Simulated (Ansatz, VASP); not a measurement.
**One calculation of AlP, two programs**

The input INCAR:

```
SYSTEM = AlP
ALGO     = Normal         ! electronic algorithm
EDIFF    = 1E-6           ! SCF threshold, eV
ENCUT    = 500            ! plane-wave cutoff, eV
GGA_COMPAT= .FALSE.      
ISIF     = 2              ! what is computed and relaxed
ISMEAR   = 0              ! smearing method
LASPH    = .TRUE.         ! aspherical terms in the spheres
LCHARG   = .FALSE.        ! write CHGCAR
LREAL    = .FALSE.        ! projectors in reciprocal space
LWAVE    = .FALSE.        ! write WAVECAR
NBANDS   = 11             ! bands
NELM     = 120            ! most SCF steps
PREC     = Accurate       ! precision mode
SIGMA    = 0.01           ! smearing width, eV
```

File KPOINTS:

```
k-points
0
G
  8 8 8
  0 0 0
```

File POSCAR:

```
AlP
1.0
    0.0000000000      2.7255000000      2.7255000000
    2.7255000000      0.0000000000      2.7255000000
    2.7255000000      2.7255000000      0.0000000000
Al P
1 1
Direct
    0.0000000000      0.0000000000      0.0000000000
    0.7500000000      0.7500000000      0.7500000000
```

Input for Ansatz:

```yaml
crystal:
  lattice:
    - [0.0, 2.7255, 2.7255]
    - [2.7255, 0.0, 2.7255]
    - [2.7255, 2.7255, 0.0]
  atoms:
    - { symbol: Al, position: [0.0, 0.0, 0.0] }
    - { symbol: P, position: [0.75, 0.75, 0.75] }
kpoints:
  mp_grid: { grid: [8, 8, 8] }
scf:
  occupations: { method: fixed }
hamiltonian:
  xc: lda
  pseudopotentials: { kind: all_electron, lapw: { basis_error: 0.001 } }
output:
  forces: true
  stress: true
  eigenvalues: true
  eigenstates:
    nscf_kmesh: { grid: [16, 16, 16] }
    de_dk: true
    e_range: [-9, 11.43871]
  optics:
    e_range: [0, 25]
    de: 0.2
    sigma: 0.15
    bands: { spectra_wanted_up_to: 25 }
    nscf_kmesh: { grid: [16, 16, 16] }
checkpoint:
  write: ck
  write_wavefunctions: false
```

Alike in both runs: task single point; functional LDA; k mesh 8 × 8 × 8; no spin polarisation.

|  | VASP | Ansatz |
| --- | --- | --- |
| version | VASP 6.6.1 | Ansatz 0.2.0 |
| potentials or method | VASP PAW LDA potentials, release 64 (Al, P), cutoff 500 eV | all-electron LAPW, scalar-relativistic |
| occupations | gaussian, width 0.01 eV | fixed |

Ansatz gave:

- gap on the k mesh at the Fermi level (eV): 1.44
- pressure (GPa): -0.9

Question: Estimate VASP's values.

Answer: gap on the k mesh at the Fermi level (eV): 1.43; pressure (GPa): -0.8.

LDA's correlation is that of Perdew and Zunger in VASP and of Perdew and Wang (1992) in Ansatz. Ansatz ran all-electron here, and VASP with PAW potentials.
